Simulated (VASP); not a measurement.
# NbP (I4_1md) in VASP: a series of runs, part 2 of 2

VASP 6.6.1.

## 3. Single point, PBEsol

This run uses another cell than the first one, of 15.46 Å³/atom, 0.923 times its volume.

The input, INCAR:

```
PREC = Accurate
ENCUT = 520
EDIFF = 1E-6
ISMEAR = -1
SIGMA = 0.05
LREAL = False
LASPH = True
NELM = 100
ALGO = Normal
ISIF = 2
LWAVE = False
LCHARG = False
GGA = PS
NBANDS = 26
```

The input, KPOINTS:

```
Automatic mesh
0
Gamma
  9 9 9
```

The input, POSCAR:

```
NbP
1.0
   -1.6749232544      1.6749232544      5.5105038489
    1.6749232544     -1.6749232544      5.5105038489
    1.6749232544      1.6749232544     -5.5105038489
Nb P
2 2
Direct
    0.2498808000      0.7498808000      0.5000000000
    0.4998808000      0.4998808000      0.0000000000
    0.8327477700      0.3327477700      0.5000000000
    0.0827477700      0.0827477700      0.0000000000
```

Potentials or basis: VASP PAW PBE potentials, release 64 (Nb_sv, P).

On the command line:

```console
> cat potpaw_PBE.64/Nb_sv/POTCAR potpaw_PBE.64/P/POTCAR > POTCAR
> mpirun -np 1 vasp_std > vasp.out
```

Run time: 3.8 min. Hardware: 1 thread of AMD EPYC 9R45 (Zen 5), shared host; peak memory 0.34 GiB.

Results (log left out):

- Free energy: -37.7972 eV
- Pressure: 0.6 GPa
- Largest force: 0.311 eV/Å
- Band gap on the k mesh: zero (band 18 reaches 11.01 eV, above the bottom of band 19 at 11.00 eV)

Forces in eV/Å, atoms in the order of the input:
```
Nb   0.000  0.000  0.311
Nb   0.000  0.000  0.311
P    0.000  0.000 -0.311
P    0.000  0.000 -0.311
```

Stress tensor (GPa, compression positive):
```
-1.85  0.00  0.00
 0.00 -1.85  0.00
 0.00  0.00  5.51
```

Levels at points of the mesh, in eV from the Fermi level:
| k point | band 14 | band 15 | band 16 | band 17 | band 18 | band 19 | band 20 | band 21 | band 22 | band 23 |
| --- | --- | --- | --- | --- | --- | --- | --- | --- | --- | --- |
| (0.00, 0.00, 0.00) | -2.45 | -2.16 | -1.56 | -1.44 | -1.44 | 0.67 | 1.65 | 2.87 | 3.16 | 3.16 |

Caveat: the PAW data sets were made with another functional, which shifts forces and pressure a little.

## 4. Single point, LDA (volume scaled by 1.04)

The input, INCAR:

```
PREC     = Accurate       # precision mode
ENCUT    = 520            # plane-wave cutoff, eV
EDIFF    = 1E-6           # SCF threshold, eV
ISMEAR   = -1             # smearing method
SIGMA    = 0.05           # smearing width, eV
LREAL    = False          # projectors in reciprocal space
LASPH    = True           # aspherical terms in the spheres
NELM     = 60             # most SCF steps
ALGO     = Normal         # electronic algorithm
ISIF     = 2              # what is computed and relaxed
LWAVE    = False          # write WAVECAR
LCHARG   = True           # write CHGCAR
GGA      = CA             # functional
LELF     = True           # ELF
LVHAR    = True         
NBANDS   = 26             # bands
```

The input, KPOINTS:

```
Automatic mesh
0
Gamma
  11 11 11
```

The input, POSCAR:

```
NbP
1.0
   -1.6969642459      1.6969642459      5.8156445774
    1.6969642459     -1.6969642459      5.8156445774
    1.6969642459      1.6969642459     -5.8156445774
Nb P
2 2
Direct
    0.2498808000      0.7498808000      0.5000000000
    0.4998808000      0.4998808000      0.0000000000
    0.8327477700      0.3327477700      0.5000000000
    0.0827477700      0.0827477700      0.0000000000
```

Potentials or basis: VASP PAW LDA potentials, release 64 (Nb_sv, P).

On the command line:

```console
> cat potpaw_LDA.64/Nb_sv/POTCAR potpaw_LDA.64/P/POTCAR > POTCAR
> mpirun -np 1 vasp_std > vasp.out
```

OUTCAR:

```text
PREC = Accurate
   ENCUT = 520
   EDIFF = 1E-6
   ISMEAR = -1
   LREAL = False
   LASPH = True
   NELM = 60
   ISIF = 2
   GGA = CA

 ion  position               nearest neighbor table
   1  0.250  0.750  0.500-   4 2.58   4 2.58   3 2.59   3 2.59   3 2.59   3 2.59
   2  0.500  0.500  0.000-   3 2.58   3 2.58   4 2.59   4 2.59   4 2.59   4 2.59
   3  0.833  0.333  0.500-   2 2.58   2 2.58   1 2.59   1 2.59   1 2.59   1 2.59
   4  0.083  0.083  0.000-   1 2.58   1 2.58   2 2.59   2 2.59   2 2.59   2 2.59

  LATTYP: Found a body centered tetragonal cell.
[... 897 lines left out ...]
  --------------------------------------------------------------------------------------
  -------------------------------------------------------------------------------------
  Total       -6.6828611     -6.6828611     -6.1828021      0.0000000      0.0000000      0.0000000
  in kB     -159.8342260   -159.8342260   -147.8742987      0.0000000      0.0000000      0.0000000
  external PRESSURE =    -155.8475836 kB  Pullay stress =       0.0000000 kB

 VOLUME and BASIS-vectors are now :
 -----------------------------------------------------------------------------
  energy-cutoff  :      520.00
  volume of cell :       66.99
      direct lattice vectors                 reciprocal lattice vectors
    -1.696964246  1.696964246  5.815644577     0.000000000  0.294643804  0.085974993
     1.696964246 -1.696964246  5.815644577     0.294643804  0.000000000  0.085974993
     1.696964246  1.696964246 -5.815644577     0.294643804  0.294643804  0.000000000

 POSITION                                       TOTAL-FORCE (eV/Angst)
 -----------------------------------------------------------------------------------
      1.69696     -0.00000      2.90644        -0.000000     -0.000000      0.002726
      0.00000      0.00000      5.81426         0.000000      0.000000      0.002726
     -0.00000      1.69696      3.87029        -0.000000      0.000000     -0.002726
      0.00000      0.00000      0.96246         0.000000     -0.000000     -0.002726
 -----------------------------------------------------------------------------------
    total drift:                               -0.000000     -0.000000     -0.000157

  FREE ENERGIE OF THE ION-ELECTRON SYSTEM (eV)
  ---------------------------------------------------
  free  energy   TOTEN  =       -38.7364080688 eV

  energy  without entropy=      -38.7304998917  energy(sigma->0) =      -38.73345398
```

OSZICAR:

```text
N       E                     dE             d eps       ncg     rms          rms(c)
DAV:   1     0.363290466513E+03    0.36329E+03   -0.18689E+04  6552   0.137E+03
DAV:   2    -0.973888232899E+01   -0.37303E+03   -0.36190E+03  8300   0.544E+02
DAV:   3    -0.394913951144E+02   -0.29753E+02   -0.29324E+02 12288   0.117E+02
DAV:   4    -0.411683880413E+02   -0.16770E+01   -0.16678E+01 10384   0.213E+01
DAV:   5    -0.412603415731E+02   -0.91954E-01   -0.91879E-01 11740   0.550E+00    0.122E+01
DAV:   6    -0.387736530418E+02    0.24867E+01   -0.89367E+00 10472   0.212E+01    0.444E+00
DAV:   7    -0.387521626078E+02    0.21490E-01   -0.67056E-01 10808   0.496E+00    0.286E+00
DAV:   8    -0.387365830784E+02    0.15580E-01   -0.10378E-01  9984   0.181E+00    0.485E-01
DAV:   9    -0.387363545343E+02    0.22854E-03   -0.83551E-03 11280   0.562E-01    0.291E-01
DAV:  10    -0.387364226472E+02   -0.68113E-04   -0.19309E-03  9144   0.392E-01    0.502E-02
DAV:  11    -0.387364088962E+02    0.13751E-04   -0.13681E-04 10392   0.107E-01    0.185E-02
DAV:  12    -0.387364080688E+02    0.82741E-06   -0.68362E-06  9240   0.272E-02
   1 F= -.38736408E+02 E0= -.38733454E+02  d E =-.590818E-02
```

It took 5.6 min on 1 thread of AMD EPYC 9R45 (Zen 5), shared host; peak memory 0.34 GiB.

What came out:

```yaml
Free_energy: -38.7364 eV
Pressure: -15.6 GPa
Band_gap_on_the_k_mesh: zero (filled and empty bands overlap)
```

Forces in eV/Å, atoms in the order of the input:
```
Nb   0.000  0.000  0.003
Nb   0.000  0.000  0.003
P    0.000  0.000 -0.003
P    0.000  0.000 -0.003
```

Stress tensor (GPa, compression positive):
```
-15.98   0.00   0.00
  0.00 -15.98   0.00
  0.00   0.00 -14.79
```

Caveat: the cell differs from its parent crystal (volume scaled by 1.04).

## 5. The runs side by side

| level | potentials or basis | cell | k mesh | gap on the mesh (eV) | pressure (GPa) | largest force (eV/Å) |
| --- | --- | --- | --- | --- | --- | --- |
| PBEsol | VASP PAW PBE potentials, release 64 (Nb_sv, P) | a = 6.422 Å, angles 149.8, 149.8, 43.3°, 4 atoms | 9 × 9 × 9 | none | -12.1 | 0.18 |
| PBEsol | VASP PAW PBE potentials, release 64 (Nb_sv, P) | a = 5.998 Å, angles 147.6, 147.6, 46.5°, 4 atoms | 9 × 9 × 9 | none | 0.6 | 0.31 |
| LDA | VASP PAW LDA potentials, release 64 (Nb_sv, P) | a = 6.291 Å, angles 148.7, 148.7, 44.8°, 4 atoms | 11 × 11 × 11 | none | -15.6 | - |

Alike in all rows: task single point; no spin polarisation; cutoff (eV) 520; smearing fermi-dirac 0.05 eV.

Caveats: the PAW data sets were made with another functional, which shifts forces and pressure a little (some runs).

Total energies depend on the potentials used, so only differences within one code and one set of settings carry meaning.
